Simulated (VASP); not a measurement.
Write the native input for VASP 6.6.1 that does the following.

| Item | Value |
| --- | --- |
| Task | single point |
| Functional | PBE |
| Potentials or basis | VASP PAW PBE potentials, release 64 (Sn_d, Se) |
| Cutoff | 520 eV |
| k mesh | 6 × 6 × 6 |
| Occupations | fermi-dirac, width 0.02 eV |
| Spin | no spin polarisation |
| Dipole correction | no |
| Further INCAR settings | ALGO = Normal; EDIFF = 1e-06; NBANDS = 17 |

The structure of SnSe lies in POSCAR:

```
SnSe
1.0
    0.0000000000      3.3639844462      3.3639844462
    3.3639844462      0.0000000000      3.3639844462
    3.3639844462      3.3639844462      0.0000000000
Sn Se
1 1
Direct
    0.0000000000      0.0000000000      0.0000000000
    0.2500000000      0.2500000000      0.2500000000
```

These files were run (other wordings do the same):

INCAR

```
PREC = Accurate
ENCUT = 520
EDIFF = 1E-6
ISMEAR = -1
SIGMA = 0.02
LREAL = F
LASPH = T
NELM = 100
ALGO = Normal
ISIF = 2
LWAVE = F
LCHARG = F
GGA = PE
NBANDS = 17
```

KPOINTS

```
regular mesh
0
Gamma
  6 6 6
```

Potentials or basis: VASP PAW PBE potentials, release 64 (Sn_d, Se).

Command:

```sh
$ cat potpaw_PBE.64/Sn_d/POTCAR potpaw_PBE.64/Se/POTCAR > POTCAR
$ mpirun -np 1 vasp_std > vasp.out
```

Results of the run:

| Item | Value |
| --- | --- |
| Pressure | 0.8 GPa |
| Band gap on the k mesh | 0.15 eV, indirect (least direct gap 0.64 eV) |

Caveat: spin-orbit coupling is left out, which moves the levels of the heavy elements.

Wall time 20 s on 1 thread of Intel(R) Xeon(R) Platinum 8488C (Sapphire Rapids) (shared host), peak memory 0.2 GiB.
